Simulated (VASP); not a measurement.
Wanted: the native input for a VASP 6.6.1 run.

```
Task                   : single point
Functional             : r2SCAN
Potentials or basis    : VASP PAW PBE potentials, release 64 (Au)
Cutoff                 : 520 eV
k mesh                 : 24 × 24 × 12
Occupations            : gaussian, width 0.15 eV
Spin                   : no spin polarisation
Dipole correction      : no
Further INCAR settings : ALGO = Normal; EDIFF = 1e-06; NBANDS = 18
```

Crystal: Au.

```
CELL_PARAMETERS angstrom
3.12393 0.00000 0.00000
-1.56196 2.70540 0.00000
0.00000 0.00000 4.20546
ATOMIC_POSITIONS crystal
Au 0.33333 0.66667 0.75000
Au 0.66667 0.33333 0.25000
```

This isn't the form of Au at room conditions, which is fcc.

This cell differs from its parent crystal: ratio of the length along z to the lengths across it x 0.8, volume and fractional coordinates fixed.

The input as run:

POSCAR

```
Au
1.0
    3.1239285882      0.0000000000      0.0000000000
   -1.5619642941      2.7054015170      0.0000000000
    0.0000000000      0.0000000000      4.2054565149
Au
2
Direct
    0.3333333333      0.6666666667      0.7500000000
    0.6666666667      0.3333333333      0.2500000000
```

INCAR.step1

```
SYSTEM = Au
  ALGO = Normal
  EDIFF = 1E-4
  ENCUT = 520
  GGA = PE
  ISMEAR = 0
  LASPH = .TRUE.
  LCHARG = .FALSE.
  LREAL = .FALSE.
  LWAVE = .TRUE.
  NBANDS = 18
  NELM = 60
  PREC = Accurate
  SIGMA = 0.15
```

INCAR.step2

```
SYSTEM = Au
  ALGO = Normal
  EDIFF = 1E-6
  ENCUT = 520
  ISIF = 2
  ISMEAR = 0
  ISTART = 1
  LASPH = .TRUE.
  LCHARG = .FALSE.
  LMIXTAU = .TRUE.
  LREAL = .FALSE.
  LWAVE = .FALSE.
  METAGGA = R2SCAN
  NBANDS = 18
  NELM = 60
  PREC = Accurate
  SIGMA = 0.15
```

KPOINTS

```
k-points
0
G
  24 24 12
  0 0 0
```

Potentials or basis: VASP PAW PBE potentials, release 64 (Au).

Command:

```sh
$ cat potpaw_PBE.64/Au/POTCAR > POTCAR
$ cp INCAR.step1 INCAR
$ mpirun -np 1 vasp_std > vasp.out
$ cp INCAR.step2 INCAR
$ mpirun -np 1 vasp_std > vasp.out
```

It gave:

| Property | Result |
| --- | --- |
| Pressure | 4.8 GPa |
| Band gap on the k mesh | zero (bands 11 and 12 overlap by 6.29 eV) |

Caveat: the cell stands under pressure; the PAW data sets were made with another functional, which shifts forces and pressure a little; spin-orbit coupling is left out, which moves the levels of the heavy elements.

Wall time 3.6 min on 1 thread of Intel(R) Xeon(R) 6975P-C (Granite Rapids) (shared host), peak memory 0.33 GiB.
